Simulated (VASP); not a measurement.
# BP (P6_222) in VASP: density of states with PBE

Aim: the density of states of BP with PBE.

All numbers are computed with VASP 6.6.1; they aren't measurements. Logs are shortened: lines on timing, memory, paths and dates and some standing lists are left out, and cuts for length are marked.

## 1. The cell of the first run

It takes space group P6_222 (No. 180, hexagonal). The conventional cell has a = 3.279 Å, b = 3.279 Å, c = 6.995 Å, α = 90.00°, β = 90.00°, γ = 120.00°. B (site symmetry 222) has 4 P at 2.01 Å within 2.7 Å. P (site symmetry 222) has 4 B at 2.01 Å within 2.7 Å.

## 2. Density of states, PBE

Contents of POSCAR:

```
BP
1.0
    3.2786468306      0.0000000000      0.0000000000
   -1.6393234153      2.8393914453      0.0000000000
    0.0000000000      0.0000000000      6.9948424361
B P
3 3
Direct
    0.0000000000      0.5000000000      0.1666666667
    0.5000000000      0.5000000000      0.8333333333
    0.5000000000      0.0000000000      0.5000000000
    0.5000000000      0.5000000000      0.3333333333
    0.5000000000      0.0000000000      0.0000000000
    0.0000000000      0.5000000000      0.6666666667
```

Contents of INCAR.step1:

```
SYSTEM = BP
ALGO = Normal ; EDIFF = 1E-6
ENCUT = 520 ; GGA = PE
ISIF = 2 ; ISMEAR = 0
LASPH = .TRUE. ; LCHARG = .TRUE.
LREAL = .FALSE. ; LWAVE = .FALSE.
NBANDS = 21 ; NELM = 80
PREC = Accurate ; SIGMA = 0.1
```

Contents of KPOINTS.step1:

```
k-points
0
G
  12 12 6
  0 0 0
```

Contents of INCAR.step2:

```
SYSTEM = BP
ALGO = Normal ; EDIFF = 1E-6
ENCUT = 520 ; GGA = PE
ICHARG = 11 ; ISIF = 2
ISMEAR = -5 ; LASPH = .TRUE.
LCHARG = .FALSE. ; LORBIT = 11
LREAL = .FALSE. ; LWAVE = .FALSE.
NBANDS = 21 ; NEDOS = 2001
NELM = 80 ; PREC = Accurate
SIGMA = 0.1
```

Contents of KPOINTS.step2:

```
k-points
0
G
  18 18 9
  0 0 0
```

Potentials or basis: VASP PAW PBE potentials, release 64 (B, P).

On the command line:

```sh
> cat potpaw_PBE.64/B/POTCAR potpaw_PBE.64/P/POTCAR > POTCAR
> cp INCAR.step1 INCAR
> cp KPOINTS.step1 KPOINTS
> mpirun -np 1 vasp_std > vasp.out
> cp INCAR.step2 INCAR
> cp KPOINTS.step2 KPOINTS
> mpirun -np 1 vasp_std > vasp.out
```

OUTCAR:

```text
SYSTEM = BP
   EDIFF = 1E-6
   ENCUT = 520
   GGA = PE
   ICHARG = 11
   ISIF = 2
   ISMEAR = -5
   LASPH = .TRUE.
   LORBIT = 11
   LREAL = .FALSE.
   NELM = 80
   PREC = Accurate

 ion  position               nearest neighbor table
   1  0.000  0.500  0.167-   4 2.01   4 2.01   5 2.01   5 2.01
   2  0.500  0.500  0.833-   6 2.01   6 2.01   5 2.01   5 2.01
   3  0.500  0.000  0.500-   4 2.01   6 2.01   4 2.01   6 2.01
   4  0.500  0.500  0.333-   1 2.01   1 2.01   3 2.01   3 2.01   5 2.85   5 2.85   6 2.85   6 2.85

   5  0.500  0.000  0.000-   1 2.01   2 2.01   2 2.01   1 2.01   4 2.85   4 2.85   6 2.85   6 2.85

   6  0.000  0.500  0.667-   2 2.01   2 2.01   3 2.01   3 2.01   5 2.85   5 2.85   4 2.85   4 2.85

  LATTYP: Found a hexagonal cell.
 ALAT       =     3.2786468306
 C/A-ratio  =     2.1334540734

  Lattice vectors:

 A1 = (   3.2786468306,   0.0000000000,   0.0000000000)
 A2 = (  -1.6393234153,   2.8393914453,   0.0000000000)
 A3 = (   0.0000000000,   0.0000000000,   6.9948424361)

Analysis of symmetry for initial positions (statically):
=====================================================================
 Subroutine PRICEL returns:
 Original cell was already a primitive cell.

 Routine SETGRP: Setting up the symmetry group for a
 hexagonal supercell.

 Subroutine GETGRP returns: Found 12 space group operations
 (whereof  4 operations were pure point group operations)
 out of a pool of 24 trial point group operations.

The static configuration has the point symmetry D_2 .
 The point group associated with its full space group is D_6 .

Analysis of symmetry for dynamics (positions and initial velocities):
=====================================================================
 Subroutine PRICEL returns:
 Original cell was already a primitive cell.

 Routine SETGRP: Setting up the symmetry group for a
 hexagonal supercell.

 Subroutine GETGRP returns: Found 12 space group operations
 (whereof  4 operations were pure point group operations)
 out of a pool of 24 trial point group operations.

The dynamic configuration has the point symmetry D_2 .
 The point group associated with its full space group is D_6 .

 Subroutine INISYM returns: Found 12 space group operations
 (whereof  4 operations are pure point group operations),
 and found     1 'primitive' translations

----------------------------------------------------------------------------------------

                                     Primitive cell

  volume of cell :      65.1175

  direct lattice vectors                    reciprocal lattice vectors
     3.278646831  0.000000000  0.000000000     0.305003879  0.176094071  0.000000000
    -1.639323415  2.839391445  0.000000000     0.000000000  0.352188143  0.000000000
     0.000000000  0.000000000  6.994842436     0.000000000  0.000000000  0.142962477

  length of vectors
     3.278646831  3.278646831  6.994842436     0.352188143  0.352188143  0.142962477

  position of ions in fractional coordinates (direct lattice)
     0.000000000  0.500000000  0.166666667
     0.500000000  0.500000000  0.833333333
     0.500000000  0.000000000  0.500000000
     0.500000000  0.500000000  0.333333333
     0.500000000  0.000000000  0.000000000
     0.000000000  0.500000000  0.666666667

  ion indices of the primitive-cell ions
   primitive index   ion index
                 1           1
                 2           2
                 3           3
                 4           4
                 5           5
                 6           6

----------------------------------------------------------------------------------------

 KPOINTS: k-points

Automatic generation of k-mesh.
 Grid dimensions read from file:
 generate k-points for:   18   18    9

 Generating k-lattice:

  Cartesian coordinates                     Fractional coordinates (reciprocal lattice)
     0.016944660  0.009783004  0.000000000     0.055555556  0.000000000  0.000000000
     0.000000000  0.019566008  0.000000000     0.000000000  0.055555556  0.000000000
     0.000000000  0.000000000  0.015884720     0.000000000  0.000000000  0.111111111

  Length of vectors
     0.019566008  0.019566008  0.015884720

  Shift w.r.t. Gamma in fractional coordinates (k-lattice)
     0.000000000  0.000000000  0.000000000

 TETIRR: Found   2805 inequivalent tetrahedra from    17496

 Subroutine IBZKPT returns following result:
 ===========================================

 Found    185 irreducible k-points:

 Following reciprocal coordinates:
            Coordinates               Weight
  0.000000  0.000000  0.000000      1.000000
  0.055556  0.000000  0.000000      6.000000
  0.111111  0.000000  0.000000      6.000000
  0.166667  0.000000  0.000000      6.000000
  0.222222  0.000000  0.000000      6.000000
  0.277778  0.000000  0.000000      6.000000
[... 16 lines left out ...]
  0.333333  0.111111  0.000000     12.000000
  0.388889  0.111111  0.000000     12.000000
 [... further k-points ...]
   k-points           NKPTS =    185   k-points in BZ     NKDIM =    185   number of bands    NBANDS=     21
   number of dos      NEDOS =   2001   number of ions     NIONS =      6
   total plane-waves  NPLWV =  31104
   dimension x,y,z NGX =    24 NGY =   24 NGZ =   54
   dimension x,y,z NGXF=    48 NGYF=   48 NGZF=  108
   ions per type =               3   3
   NGX,Y,Z   is equivalent  to a cutoff of  12.17, 12.17, 12.83 a.u.
   NGXF,Y,Z  is equivalent  to a cutoff of  24.34, 24.34, 25.67 a.u.
 SYSTEM =  BP
   PREC   = accura    normal or accurate (medium, high low for compatibility)
   ISTART =      0    job   : 0-new  1-cont  2-samecut
   ICHARG =     11    charge: 1-file 2-atom 10-const
   ISPIN  =      1    spin polarized calculation?
   LNONCOLLINEAR =      F non collinear calculations
   LSORBIT =      F    spin-orbit coupling
   LASPH  =      T    aspherical Exc in radial PAW
   ENCUT  =  520.0 eV  38.22 Ry    6.18 a.u.   6.10  6.10 13.01*2*pi/ulx,y,z
   NELM   =     80;   NELMIN=  2; NELMDL=  0     # of ELM steps
   EDIFF  = 0.1E-05   stopping-criterion for ELM
   LREAL  =      F    real-space projection
   EDIFFG = 0.1E-04   stopping-criterion for IOM
   NSW    =      0    number of steps for IOM
   IBRION =     -1    ionic relax: 0-MD 1-quasi-New 2-CG
   NFREE  =      0    steps in history (QN), initial steepest desc. (CG)
   ISIF   =      2    stress and relaxation
   ISYM   =      2    0-nonsym 1-usesym 2-fastsym
   POTIM  = 0.5000    time-step for ionic-motion
   TEBEG  =    0.0;   TEEND  =   0.0 temperature during run
   PSTRESS=    0.0 pullay stress
   NELECT =      24.0000    total number of electrons
   NUPDOWN=      -1.0000    fix difference up-down
   EMIN   =  10.00;   EMAX   =-10.00  energy-range for DOS
   EFERMI =   0.00;   METHOD = LEGACY
   ISMEAR =    -5;   SIGMA  =   0.10  broadening in eV -4-tet -1-fermi 0-gaus
   EFERMI_NEDOS =   21; number of points for ismear=-14 and -15
   IALGO  =     38    algorithm
   IMIX   =      4    mixing-type and parameters
     AMIX     =   0.40;   BMIX     =  1.00
     AMIX_MAG =   1.60;   BMIX_MAG =  1.00
  volume/ion in A,a.u.               =      10.85        73.24
  Fermi-wavevector in a.u.,A,eV,Ry     =   1.173760  2.218085 18.744916  1.377712
  Thomas-Fermi vector in A             =   2.310168
   LORBIT       =     11    0 simple, 1 ext, 2 COOP (PROOUT), +10 PAW based schemes
   GGA     = PE    functional components
   LHFCALC =     F    Hartree Fock is set to
   AEXX    =    0.0000 exact exchange contribution
   IVDW    =     0    specifies the selected vdW correction
   LEPSILON=     F    determine dielectric tensor
   LRPA    =     F    only Hartree local field effects (RPA)
 non-spin polarized calculation
 Fermi weights with tetrahedron method with Bloechl corrections
  energy-cutoff  :      520.00
  volume of cell :       65.12
 maximum number of plane-waves:      1784

 number of electron      23.9999999 magnetization

 Free energy of the ion-electron system (eV)
  ---------------------------------------------------
  ext. energy  EPLUGINS =         0.00000000
  ---------------------------------------------------
  free energy    TOTEN  =       -35.82570454 eV

  energy without entropy =      -35.82570454  energy(sigma->0) =      -35.82570454

 E-fermi :   8.9815     XC(G=0): -11.4578

 val. band max:        8.9769357558   @ k =   0.0000   0.0000   0.0000
 cond. band min:       9.0081318410   @ k =   0.5000   0.0000   0.0000
 fundamental gap:      0.0311960852
 Fermi energy:         8.9814834301

 k-point     1 :       0.0000    0.0000    0.0000
  band No.  band energies     occupation
      1      -7.6712      2.00000
      2      -5.0168      2.00000
      3      -5.0168      2.00000
      4       2.7273      2.00000
      5       2.7273      2.00000
      6       4.3373      2.00000
[... 13 lines left out ...]
     20      14.6116      0.00000
     21      15.7203      0.00000

 k-point     2 :       0.0556    0.0000    0.0000
  band No.  band energies     occupation
      1      -7.6233      2.00000
      2      -4.9708      2.00000
      3      -4.9706      2.00000
      4       2.7228      2.00000
      5       2.7618      2.00000
      6       4.2049      2.00000
[... 13 lines left out ...]
     20      14.8500      0.00000
     21      15.2379      0.00000

 k-point     3 :       0.1111    0.0000    0.0000
  band No.  band energies     occupation
      1      -7.4801      2.00000
      2      -4.8334      2.00000
      3      -4.8329      2.00000
      4       2.6451      2.00000
      5       2.8622      2.00000
      6       3.8888      2.00000
[... 13 lines left out ...]
     20      14.6777      0.00000
     21      14.9953      0.00000
[... 457 lines left out ...]
 k-point    23 :       0.3333    0.1111    0.0000
  band No.  band energies     occupation
      1      -5.3269      2.00000
      2      -3.0608      2.00000
      3      -2.8759      2.00000
      4      -0.9034      2.00000
      5       1.0285      2.00000
      6       1.5738      2.00000
[... 13 lines left out ...]
     20      16.3331      0.00000
     21      17.0793      0.00000

 k-point    24 :       0.3889    0.1111    0.0000
  band No.  band energies     occupation
      1      -4.7913      2.00000
      2      -3.0530      2.00000
      3      -2.4761      2.00000
      4      -1.0662      2.00000
      5       0.2478      2.00000
      6       0.9844      2.00000
[... 13 lines left out ...]
     20      17.0739      0.00000
     21      17.8143      0.00000

 [... further k-points ...]
[... 5 lines left out ...]
  --------------------------------------------------------------------------------------
  -------------------------------------------------------------------------------------
  Total       -0.0723058     -0.0723058     -0.0837676      0.0000000      0.0000000      0.0000000
  in kB       -1.7790410     -1.7790410     -2.0610519      0.0000000      0.0000000      0.0000000
  external PRESSURE =      -1.8730446 kB  Pullay stress =       0.0000000 kB

 VOLUME and BASIS-vectors are now :
 -----------------------------------------------------------------------------
  energy-cutoff  :      520.00
  volume of cell :       65.12
      direct lattice vectors                 reciprocal lattice vectors
     3.278646831  0.000000000  0.000000000     0.305003879  0.176094071  0.000000000
    -1.639323415  2.839391445  0.000000000     0.000000000  0.352188143  0.000000000
     0.000000000  0.000000000  6.994842436     0.000000000  0.000000000  0.142962477

 POSITION                                       TOTAL-FORCE (eV/Angst)
 -----------------------------------------------------------------------------------
     -0.81966      1.41970      1.16581        -0.000000     -0.000000     -0.000000
      0.81966      1.41970      5.82904        -0.000000      0.000000     -0.000000
      1.63932      0.00000      3.49742         0.000000      0.000000     -0.000000
      0.81966      1.41970      2.33161         0.000000      0.000000      0.000000
      1.63932      0.00000      0.00000         0.000000      0.000000     -0.000000
     -0.81966      1.41970      4.66323         0.000000      0.000000      0.000000
 -----------------------------------------------------------------------------------
    total drift:                               -0.000000      0.000000     -0.000000

  FREE ENERGIE OF THE ION-ELECTRON SYSTEM (eV)
  ---------------------------------------------------
  free  energy   TOTEN  =       -35.8257045408 eV

  energy  without entropy=      -35.8257045408  energy(sigma->0) =      -35.82570454

 total charge

# of ion       s       p       d       tot
------------------------------------------
    1        0.673   1.164   0.000   1.837
    2        0.673   1.164   0.000   1.837
    3        0.673   1.164   0.000   1.837
    4        1.011   1.507   0.000   2.518
    5        1.011   1.507   0.000   2.518
    6        1.011   1.507   0.000   2.518
--------------------------------------------------
tot          5.051   8.013   0.000  13.065
```

Wall time 2.6 min (1 thread of Intel Xeon Platinum 8175M at 2.50GHz (Skylake/Cascade Lake), shared host); peak memory 0.31 GiB.

Results:

* Valence electrons inside the program's atomic spheres: B 1.84; P 2.52
